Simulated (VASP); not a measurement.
# TiN (Osbornite) (Fm-3m) in VASP: further runs

The runs below take TiN (Osbornite) through single point, with LDA.

Everything below comes from runs of VASP 6.6.1. Logs are shortened: lines on timing, memory, paths and dates and some standing lists are left out, and cuts for length are marked.

## 1. The cell of the first run

The structure is cubic, space group Fm-3m (No. 225). Conventional cell: a = 4.273 Å, b = 4.273 Å, c = 4.273 Å, α = 90.00°, β = 90.00°, γ = 90.00°. Within 2.8 Å of Ti (site symmetry m-3m) lie 6 N at 2.14 Å. N (site symmetry m-3m) has 6 Ti at 2.14 Å within 2.8 Å.

## 2. Single point, LDA

Contents of INCAR:

```
PREC = Accurate
ENCUT = 520
EDIFF = 1E-7
ISMEAR = -1
SIGMA = 0.1
LREAL = False
LASPH = True
NELM = 80
ALGO = Normal
ISIF = 2
LWAVE = False
LCHARG = False
NBANDS = 16
```

Contents of KPOINTS:

```
Automatic mesh
0
Gamma
  11 11 11
```

Contents of POSCAR:

```
TiN
1.0
    0.0000000000      2.1365131909      2.1365131909
    2.1365131909      0.0000000000      2.1365131909
    2.1365131909      2.1365131909      0.0000000000
Ti N
1 1
Direct
    0.0000000000      0.0000000000      0.0000000000
    0.5000000000      0.5000000000      0.5000000000
```

Potentials or basis: VASP PAW LDA potentials, release 64 (Ti_sv, N).

On the command line:

```console
> cat potpaw_LDA.64/Ti_sv/POTCAR potpaw_LDA.64/N/POTCAR > POTCAR
> mpirun -np 1 vasp_std > vasp.out
```

OUTCAR:

```text
PREC = Accurate
   ENCUT = 520
   EDIFF = 1E-7
   ISMEAR = -1
   LREAL = False
   LASPH = True
   NELM = 80
   ISIF = 2

 ion  position               nearest neighbor table
   1  0.000  0.000  0.000-   2 2.14   2 2.14   2 2.14   2 2.14   2 2.14   2 2.14
   2  0.500  0.500  0.500-   1 2.14   1 2.14   1 2.14   1 2.14   1 2.14   1 2.14

  LATTYP: Found a face centered cubic cell.
 ALAT       =     4.2730263818

  Lattice vectors:

 A1 = (   0.0000000000,   2.1365131909,   2.1365131909)
 A2 = (   2.1365131909,   0.0000000000,   2.1365131909)
 A3 = (   2.1365131909,   2.1365131909,   0.0000000000)

Analysis of symmetry for initial positions (statically):
=====================================================================
 Subroutine PRICEL returns:
 Original cell was already a primitive cell.

 Routine SETGRP: Setting up the symmetry group for a
 face centered cubic supercell.

 Subroutine GETGRP returns: Found 48 space group operations
 (whereof 48 operations were pure point group operations)
 out of a pool of 48 trial point group operations.

The static configuration has the point symmetry O_h .

Analysis of symmetry for dynamics (positions and initial velocities):
=====================================================================
 Subroutine PRICEL returns:
 Original cell was already a primitive cell.

 Routine SETGRP: Setting up the symmetry group for a
 face centered cubic supercell.

 Subroutine GETGRP returns: Found 48 space group operations
 (whereof 48 operations were pure point group operations)
 out of a pool of 48 trial point group operations.

The dynamic configuration has the point symmetry O_h .

 Subroutine INISYM returns: Found 48 space group operations
 (whereof 48 operations are pure point group operations),
 and found     1 'primitive' translations

----------------------------------------------------------------------------------------

                                     Primitive cell

  volume of cell :      19.5050

  direct lattice vectors                    reciprocal lattice vectors
     0.000000000  2.136513191  2.136513191    -0.234026170  0.234026170  0.234026170
     2.136513191  0.000000000  2.136513191     0.234026170 -0.234026170  0.234026170
     2.136513191  2.136513191  0.000000000     0.234026170  0.234026170 -0.234026170

[... 73 lines left out ...]
 SYSTEM =  unknown system
   PREC   = accura    normal or accurate (medium, high low for compatibility)
   ISTART =      0    job   : 0-new  1-cont  2-samecut
   ICHARG =      2    charge: 1-file 2-atom 10-const
   ISPIN  =      1    spin polarized calculation?
   LNONCOLLINEAR =      F non collinear calculations
   LSORBIT =      F    spin-orbit coupling
   LASPH  =      T    aspherical Exc in radial PAW
   ENCUT  =  520.0 eV  38.22 Ry    6.18 a.u.   5.62  5.62  5.62*2*pi/ulx,y,z
   NELM   =     80;   NELMIN=  2; NELMDL= -5     # of ELM steps
   EDIFF  = 0.1E-06   stopping-criterion for ELM
   LREAL  =      F    real-space projection
   EDIFFG = 0.1E-05   stopping-criterion for IOM
   NSW    =      0    number of steps for IOM
   IBRION =     -1    ionic relax: 0-MD 1-quasi-New 2-CG
   NFREE  =      0    steps in history (QN), initial steepest desc. (CG)
   ISIF   =      2    stress and relaxation
   ISYM   =      2    0-nonsym 1-usesym 2-fastsym
   POTIM  = 0.5000    time-step for ionic-motion
   TEBEG  =    0.0;   TEEND  =   0.0 temperature during run
   PSTRESS=    0.0 pullay stress
   NELECT =      17.0000    total number of electrons
   NUPDOWN=      -1.0000    fix difference up-down
   EMIN   =  10.00;   EMAX   =-10.00  energy-range for DOS
   EFERMI =   0.00;   METHOD = LEGACY
   ISMEAR =    -1;   SIGMA  =   0.10  broadening in eV -4-tet -1-fermi 0-gaus
   EFERMI_NEDOS =   21; number of points for ismear=-14 and -15
   IALGO  =     38    algorithm
   IMIX   =      4    mixing-type and parameters
     AMIX     =   0.40;   BMIX     =  1.00
     AMIX_MAG =   1.60;   BMIX_MAG =  1.00
  volume/ion in A,a.u.               =       9.75        65.81
  Fermi-wavevector in a.u.,A,eV,Ry     =   1.563780  2.955115 33.271780  2.445407
  Thomas-Fermi vector in A             =   2.666501
   LORBIT       =      0    0 simple, 1 ext, 2 COOP (PROOUT), +10 PAW based schemes
   GGA     = CA    functional components
   LHFCALC =     F    Hartree Fock is set to
   AEXX    =    0.0000 exact exchange contribution
   IVDW    =     0    specifies the selected vdW correction
   LEPSILON=     F    determine dielectric tensor
   LRPA    =     F    only Hartree local field effects (RPA)
 non-spin polarized calculation
  energy-cutoff  :      520.00
  volume of cell :       19.51
 maximum number of plane-waves:       537
   NGX = 11   NGY = 11   NGZ = 11

 number of electron      17.0000003 magnetization

 Free energy of the ion-electron system (eV)
  ---------------------------------------------------
  ext. energy  EPLUGINS =         0.00000000
  ---------------------------------------------------
  free energy    TOTEN  =       -21.60289548 eV

  energy without entropy =      -21.56968580  energy(sigma->0) =      -21.58629064

 E-fermi :  10.8629     XC(G=0): -13.2516

 val. band max:       10.8438184083   @ k =  -0.4545   0.3636   0.1818
 cond. band min:      10.8642302040   @ k =  -0.1818   0.0909   0.0000
 fundamental gap:      0.0204117957
 Fermi energy:        10.8628678510

 k-point     1 :       0.0000    0.0000    0.0000
  band No.  band energies     occupation
      1     -46.2953      2.00000
      2     -22.6687      2.00000
      3     -22.6687      2.00000
      4     -22.6687      2.00000
      5      -5.8207      2.00000
      6       8.9078      2.00000
[... 433 lines left out ...]
      3     -22.7948      2.00000
      4     -22.6902      2.00000
      5      -4.4856      2.00000
      6       4.9518      2.00000
[... 8 lines left out ...]
     15      23.3964      0.00000
     16      26.0290      0.00000

 [... further k-points ...]
[... 5 lines left out ...]
  --------------------------------------------------------------------------------------
  -------------------------------------------------------------------------------------
  Total       -2.2680500     -2.2680500     -2.2680500      0.0000000      0.0000000      0.0000000
  in kB     -186.3015528   -186.3015528   -186.3015528      0.0000000      0.0000000      0.0000000
  external PRESSURE =    -186.3015528 kB  Pullay stress =       0.0000000 kB

 VOLUME and BASIS-vectors are now :
 -----------------------------------------------------------------------------
  energy-cutoff  :      520.00
  volume of cell :       19.51
      direct lattice vectors                 reciprocal lattice vectors
     0.000000000  2.136513191  2.136513191    -0.234026170  0.234026170  0.234026170
     2.136513191  0.000000000  2.136513191     0.234026170 -0.234026170  0.234026170
     2.136513191  2.136513191  0.000000000     0.234026170  0.234026170 -0.234026170

 POSITION                                       TOTAL-FORCE (eV/Angst)
 -----------------------------------------------------------------------------------
      0.00000      0.00000      0.00000        -0.000000      0.000000      0.000000
      2.13651      2.13651      2.13651         0.000000     -0.000000     -0.000000
 -----------------------------------------------------------------------------------
    total drift:                                0.000000     -0.000000     -0.000000

  FREE ENERGIE OF THE ION-ELECTRON SYSTEM (eV)
  ---------------------------------------------------
  free  energy   TOTEN  =       -21.6028954798 eV

  energy  without entropy=      -21.5696857993  energy(sigma->0) =      -21.58629064
```

Wall time 10 s (1 thread of Intel Xeon Platinum 8375C at 2.90GHz (Ice Lake), shared host); peak memory 0.13 GiB.

Results:

| Property | Result |
| --- | --- |
| Free energy | -21.6029 eV |
| Pressure | -18.6 GPa |

## 3. Single point, LDA

This run uses another cell than the first one, of 9.99 Å³/atom, 1.024 times its volume.

Contents of INCAR:

```
SYSTEM = TiN
PREC     = Accurate       ! precision mode
ENCUT    = 520            ! plane-wave cutoff, eV
EDIFF    = 1E-6           ! SCF threshold, eV
ISMEAR   = -1             ! smearing method
SIGMA    = 0.1            ! smearing width, eV
LREAL    = .FALSE.        ! projectors in reciprocal space
LASPH    = .TRUE.         ! aspherical terms in the spheres
NELM     = 80             ! most SCF steps
ALGO     = Normal         ! electronic algorithm
ISIF     = 2              ! what is computed and relaxed
LWAVE    = .FALSE.        ! write WAVECAR
LCHARG   = .FALSE.        ! write CHGCAR
NBANDS   = 16             ! bands
```

Contents of KPOINTS:

```
Automatic mesh
0
G
  11 11 11
  0 0 0
```

Contents of POSCAR:

```
TiN
1.0
    0.0000000000      2.1537438801      2.1537438801
    2.1537438801      0.0000000000      2.1537438801
    2.1537438801      2.1537438801      0.0000000000
Ti N
1 1
Direct
    0.0000000000      0.0000000000      0.0000000000
    0.5000000000      0.5000000000      0.5000000000
```

Potentials or basis: VASP PAW LDA potentials, release 64 (Ti_sv, N).

On the command line:

```console
> cat potpaw_LDA.64/Ti_sv/POTCAR potpaw_LDA.64/N/POTCAR > POTCAR
> mpirun -np 1 vasp_std > vasp.out
```

OUTCAR:

```text
SYSTEM = TiN
   PREC = Accurate
   ENCUT = 520
   EDIFF = 1E-6
   ISMEAR = -1
   LREAL = .FALSE.
   LASPH = .TRUE.
   NELM = 80
   ISIF = 2

 ion  position               nearest neighbor table
   1  0.000  0.000  0.000-   2 2.15   2 2.15   2 2.15   2 2.15   2 2.15   2 2.15
   2  0.500  0.500  0.500-   1 2.15   1 2.15   1 2.15   1 2.15   1 2.15   1 2.15

  LATTYP: Found a face centered cubic cell.
 ALAT       =     4.3074877602

  Lattice vectors:

 A1 = (   0.0000000000,   2.1537438801,   2.1537438801)
 A2 = (   2.1537438801,   0.0000000000,   2.1537438801)
 A3 = (   2.1537438801,   2.1537438801,   0.0000000000)
[... 624 lines left out ...]
      5      -4.7108      2.00000
      6       4.7393      2.00000
[... 8 lines left out ...]
     15      22.8842      0.00000
     16      25.4145      0.00000

 [... further k-points ...]
[... 5 lines left out ...]
  --------------------------------------------------------------------------------------
  -------------------------------------------------------------------------------------
  Total       -3.0001543     -3.0001543     -3.0001543      0.0000000      0.0000000      0.0000000
  in kB     -240.5703004   -240.5703004   -240.5703004      0.0000000      0.0000000      0.0000000
  external PRESSURE =    -240.5703004 kB  Pullay stress =       0.0000000 kB

 VOLUME and BASIS-vectors are now :
 -----------------------------------------------------------------------------
  energy-cutoff  :      520.00
  volume of cell :       19.98
      direct lattice vectors                 reciprocal lattice vectors
     0.000000000  2.153743880  2.153743880    -0.232153881  0.232153881  0.232153881
     2.153743880  0.000000000  2.153743880     0.232153881 -0.232153881  0.232153881
     2.153743880  2.153743880  0.000000000     0.232153881  0.232153881 -0.232153881

 POSITION                                       TOTAL-FORCE (eV/Angst)
 -----------------------------------------------------------------------------------
      0.00000      0.00000      0.00000        -0.000000      0.000000      0.000000
      2.15374      2.15374      2.15374         0.000000     -0.000000     -0.000000
 -----------------------------------------------------------------------------------
    total drift:                                0.000000     -0.000000     -0.000000

  FREE ENERGIE OF THE ION-ELECTRON SYSTEM (eV)
  ---------------------------------------------------
  free  energy   TOTEN  =       -21.5399010056 eV

  energy  without entropy=      -21.5057699656  energy(sigma->0) =      -21.52283549
```

Wall time 9.4 s (1 thread of Intel Xeon Platinum 8375C at 2.90GHz (Ice Lake), shared host); peak memory 0.14 GiB.

Results:

```
Free energy : -21.5399 eV
Pressure    : -24.1 GPa
```

Levels at points of the mesh, in eV from the Fermi level:
| k point | band 7 | band 8 | band 9 | band 10 | band 11 | band 12 |
| --- | --- | --- | --- | --- | --- | --- |
| (0.00, 0.00, 0.00) | -1.92 | -1.92 | -0.59 | -0.59 | -0.59 | 0.53 |

## 4. Single point, LDA

This run uses another cell than the first one, of 10.23 Å³/atom, 1.049 times its volume.

Contents of INCAR:

```
  PREC = Accurate
  ENCUT = 520
  EDIFF = 1E-7
  ISMEAR = -1
  SIGMA = 0.1
  LREAL = F
  LASPH = T
  NELM = 60
  ALGO = Normal
  ISIF = 2
  LWAVE = F
  LCHARG = F
  GGA = CA
  NBANDS = 16
```

Contents of KPOINTS:

```
regular mesh
0
Gamma
  11 11 11
```

Contents of POSCAR:

```
TiN
1.0
    0.0000000000      2.1707031916      2.1707031916
    2.1707031916      0.0000000000      2.1707031916
    2.1707031916      2.1707031916      0.0000000000
Ti N
1 1
Direct
    0.0000000000      0.0000000000      0.0000000000
    0.5000000000      0.5000000000      0.5000000000
```

Potentials or basis: VASP PAW LDA potentials, release 64 (Ti_sv, N).

On the command line:

```console
> cat potpaw_LDA.64/Ti_sv/POTCAR potpaw_LDA.64/N/POTCAR > POTCAR
> mpirun -np 1 vasp_std > vasp.out
```

OUTCAR:

```text
PREC = Accurate
   ENCUT = 520
   EDIFF = 1E-7
   ISMEAR = -1
   LREAL = F
   LASPH = T
   NELM = 60
   ISIF = 2
   GGA = CA

 ion  position               nearest neighbor table
   1  0.000  0.000  0.000-   2 2.17   2 2.17   2 2.17   2 2.17   2 2.17   2 2.17
   2  0.500  0.500  0.500-   1 2.17   1 2.17   1 2.17   1 2.17   1 2.17   1 2.17

  LATTYP: Found a face centered cubic cell.
 ALAT       =     4.3414063832

  Lattice vectors:

 A1 = (   0.0000000000,   2.1707031916,   2.1707031916)
 A2 = (   2.1707031916,   0.0000000000,   2.1707031916)
 A3 = (   2.1707031916,   2.1707031916,   0.0000000000)

Analysis of symmetry for initial positions (statically):
=====================================================================
 Subroutine PRICEL returns:
 Original cell was already a primitive cell.

 Routine SETGRP: Setting up the symmetry group for a
 face centered cubic supercell.

 Subroutine GETGRP returns: Found 48 space group operations
 (whereof 48 operations were pure point group operations)
 out of a pool of 48 trial point group operations.

The static configuration has the point symmetry O_h .

Analysis of symmetry for dynamics (positions and initial velocities):
=====================================================================
 Subroutine PRICEL returns:
 Original cell was already a primitive cell.

 Routine SETGRP: Setting up the symmetry group for a
 face centered cubic supercell.

 Subroutine GETGRP returns: Found 48 space group operations
 (whereof 48 operations were pure point group operations)
 out of a pool of 48 trial point group operations.

The dynamic configuration has the point symmetry O_h .

 Subroutine INISYM returns: Found 48 space group operations
 (whereof 48 operations are pure point group operations),
 and found     1 'primitive' translations

[... 105 lines left out ...]
   NELECT =      17.0000    total number of electrons
   NUPDOWN=      -1.0000    fix difference up-down
   EMIN   =  10.00;   EMAX   =-10.00  energy-range for DOS
   EFERMI =   0.00;   METHOD = LEGACY
   ISMEAR =    -1;   SIGMA  =   0.10  broadening in eV -4-tet -1-fermi 0-gaus
   EFERMI_NEDOS =   21; number of points for ismear=-14 and -15
   IALGO  =     38    algorithm
   IMIX   =      4    mixing-type and parameters
     AMIX     =   0.40;   BMIX     =  1.00
     AMIX_MAG =   1.60;   BMIX_MAG =  1.00
  volume/ion in A,a.u.               =      10.23        69.02
  Fermi-wavevector in a.u.,A,eV,Ry     =   1.539149  2.908570 32.231929  2.368980
  Thomas-Fermi vector in A             =   2.645418
   LORBIT       =      0    0 simple, 1 ext, 2 COOP (PROOUT), +10 PAW based schemes
   GGA     = CA    functional components
   LHFCALC =     F    Hartree Fock is set to
   AEXX    =    0.0000 exact exchange contribution
   IVDW    =     0    specifies the selected vdW correction
   LEPSILON=     F    determine dielectric tensor
   LRPA    =     F    only Hartree local field effects (RPA)
 non-spin polarized calculation
  energy-cutoff  :      520.00
  volume of cell :       20.46
 maximum number of plane-waves:       560
   NGX = 11   NGY = 11   NGZ = 11

 number of electron      16.9999998 magnetization

 Free energy of the ion-electron system (eV)
  ---------------------------------------------------
  ext. energy  EPLUGINS =         0.00000000
  ---------------------------------------------------
  free energy    TOTEN  =       -21.46207639 eV

  energy without entropy =      -21.42699338  energy(sigma->0) =      -21.44453489

 E-fermi :  10.2265     XC(G=0): -12.9947

 val. band max:       10.2122398167   @ k =  -0.4545   0.3636   0.1818
 cond. band min:      10.2301638891   @ k =  -0.1818   0.0909   0.0000
 fundamental gap:      0.0179240724
 Fermi energy:        10.2264546151

 k-point     1 :       0.0000    0.0000    0.0000
  band No.  band energies     occupation
      1     -46.9948      2.00000
      2     -23.3979      2.00000
      3     -23.3979      2.00000
      4     -23.3979      2.00000
      5      -6.1599      2.00000
      6       8.3411      2.00000
[... 433 lines left out ...]
      3     -23.5041      2.00000
      4     -23.4170      2.00000
      5      -4.9238      2.00000
      6       4.5355      2.00000
[... 8 lines left out ...]
     15      22.3921      0.00000
     16      24.8244      0.00000

 [... further k-points ...]
[... 5 lines left out ...]
  --------------------------------------------------------------------------------------
  -------------------------------------------------------------------------------------
  Total       -3.6555210     -3.6555210     -3.6555210     -0.0000000     -0.0000000      0.0000000
  in kB     -286.3047357   -286.3047357   -286.3047357     -0.0000000     -0.0000000      0.0000000
  external PRESSURE =    -286.3047357 kB  Pullay stress =       0.0000000 kB

 VOLUME and BASIS-vectors are now :
 -----------------------------------------------------------------------------
  energy-cutoff  :      520.00
  volume of cell :       20.46
      direct lattice vectors                 reciprocal lattice vectors
     0.000000000  2.170703192  2.170703192    -0.230340105  0.230340105  0.230340105
     2.170703192  0.000000000  2.170703192     0.230340105 -0.230340105  0.230340105
     2.170703192  2.170703192  0.000000000     0.230340105  0.230340105 -0.230340105

 POSITION                                       TOTAL-FORCE (eV/Angst)
 -----------------------------------------------------------------------------------
      0.00000      0.00000      0.00000        -0.000000     -0.000000      0.000000
      2.17070      2.17070      2.17070         0.000000      0.000000      0.000000
 -----------------------------------------------------------------------------------
    total drift:                                0.000000     -0.000000     -0.000000

  FREE ENERGIE OF THE ION-ELECTRON SYSTEM (eV)
  ---------------------------------------------------
  free  energy   TOTEN  =       -21.4620763940 eV

  energy  without entropy=      -21.4269933771  energy(sigma->0) =      -21.44453489
```

Run time: 13 s. Hardware: 1 thread of Intel Xeon Platinum 8375C at 2.90GHz (Ice Lake), shared host; peak memory 0.14 GiB.

Results:

```yaml
Free_energy: -21.4621 eV
Pressure: -28.6 GPa
```

## 5. Overview

```tsv
cell	gap on the mesh (eV)	pressure (GPa)
a = 3.021 Å, angles 60.0°, 2 atoms	none	-18.6
a = 3.046 Å, angles 60.0°, 2 atoms	none	-24.1
a = 3.070 Å, angles 60.0°, 2 atoms	none	-28.6
```

Alike in all rows: task single point; level LDA; potentials or basis VASP PAW LDA potentials, release 64 (Ti_sv, N); no spin polarisation; k mesh 11 × 11 × 11; cutoff (eV) 520; smearing fermi-dirac 0.1 eV.

Total energies depend on the potentials used, so only differences within one code and one set of settings carry meaning.
